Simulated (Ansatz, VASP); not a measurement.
# Hg2AuCl in VASP and in Ansatz

File INCAR:

```
SYSTEM = Hg2AuCl
PREC = Accurate
ENCUT = 520
EDIFF = 1E-7
ISMEAR = -1
SIGMA = 0.1
LREAL = .False.
LASPH = .True.
NELM = 100
ALGO = Normal
ISIF = 2
LWAVE = .False.
LCHARG = .False.
GGA = PE
NBANDS = 52
```

Contents of KPOINTS:

```
Automatic mesh
0
Gamma
  5 5 2
  0 0 0
```

File POSCAR:

```
Hg2AuCl
1.0
    3.8593690000      0.0000000000      0.0000000000
    1.9296850000     -5.6964100000      0.0000000000
    0.0000000000      0.0000000000     -8.4224500000
Hg Au Cl
4 2 2
Direct
    0.6107700000      0.7784600000      0.9483900000
    0.3892300000      0.2215400000      0.4483900000
    0.3892300000      0.2215400000      0.0516100000
    0.6107700000      0.7784600000      0.5516100000
    0.0865900000      0.8268200000      0.7500000000
    0.9134100000      0.1731800000      0.2500000000
    0.8391000000      0.3218000000      0.7500000000
    0.1609000000      0.6782000000      0.2500000000
```

Input for Ansatz:

```yaml
crystal:
  lattice:
    - [3.859369, 0.0, 0.0]
    - [1.929685, -5.69641, 0.0]
    - [0.0, 0.0, -8.42245]
  atoms:
    - { symbol: Hg, position: [0.61077, 0.77846, 0.94839] }
    - { symbol: Hg, position: [0.38923, 0.22154, 0.44839] }
    - { symbol: Hg, position: [0.38923, 0.22154, 0.05161] }
    - { symbol: Hg, position: [0.61077, 0.77846, 0.55161] }
    - { symbol: Au, position: [0.08659, 0.82682, 0.75] }
    - { symbol: Au, position: [0.91341, 0.17318, 0.25] }
    - { symbol: Cl, position: [0.8391, 0.3218, 0.75] }
    - { symbol: Cl, position: [0.1609, 0.6782, 0.25] }
  symmetry: { tolerance: 0.0003 }
kpoints:
  mp_grid: { grid: [5, 5, 2], shift: [0, 0, 0] }
magnetization:
  spin_polarized: false
scf:
  occupations: { method: fermi_dirac }
hamiltonian:
  pseudopotentials: { kind: paw }
  xc: pbe
basis:
  ecutwfc: 420
output:
  forces: true
  stress: true
  eigenvalues: true
```

Alike in both runs: task single point; functional PBE; k mesh 5 × 5 × 2; no spin polarisation.

```csv
,VASP,Ansatz
version,VASP 6.6.1,Ansatz 0.2.0
potentials or method,"VASP PAW PBE potentials, release 64 (Hg, Au, Cl), cutoff 520 eV",PAW plane waves
occupations,"fermi-dirac, width 0.1 eV",fermi-dirac
valence electrons in the cell,84,132
```

```tsv
	VASP	Ansatz	Ansatz less VASP
pressure (GPa)	13.8	13.2	-0.54
traceless stress, the component that is largest in VASP (GPa)	-3.00	-2.77	+0.230
rms of the force components (eV/Å)	0.916	0.871	-0.0454
```

Atom by atom the forces differ by 0.046 eV/Å (rms over components). VASP's potentials hold 84 valence electrons a cell and Ansatz's 132, so a difference there can come from the potentials and not from the codes.

The k mesh is coarse, so the values compare programs but aren't converged. Neither program's run includes spin-orbit coupling.
